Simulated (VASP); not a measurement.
A run of VASP 6.6.1:

The input INCAR:

```
PREC = Accurate ; ENCUT = 520
EDIFF = 1E-7 ; ISMEAR = -1
SIGMA = 0.08 ; LREAL = F
LASPH = T ; NELM = 80
ALGO = Normal ; ISIF = 2
LWAVE = F ; LCHARG = F
GGA = PS ; NBANDS = 9
```

File KPOINTS:

```
Automatic mesh
0
Gamma
  12 12 7
```

File POSCAR:

```
Mg
1.0
    3.1437578123      0.0000000000      0.0000000000
   -1.5718789061      2.7225741288      0.0000000000
    0.0000000000      0.0000000000      5.1039668898
Mg
2
Direct
    0.3333333333      0.6666666667      0.2500000000
    0.6666666667      0.3333333333      0.7500000000
```

Potentials or basis: VASP PAW PBE potentials, release 64 (Mg).

Launch:

```sh
$ cat potpaw_PBE.64/Mg/POTCAR > POTCAR
$ mpirun -np 1 vasp_std > vasp.out
```

Hardware: 1 thread of Intel(R) Xeon(R) 6975P-C (Granite Rapids), on a shared host.

How long does it take, and how much memory?

It took 7.2 s on 1 thread of Intel(R) Xeon(R) 6975P-C (Granite Rapids), with other jobs on the host, peak memory 0.17 GiB. Counts: scf iterations 11, k points 76.
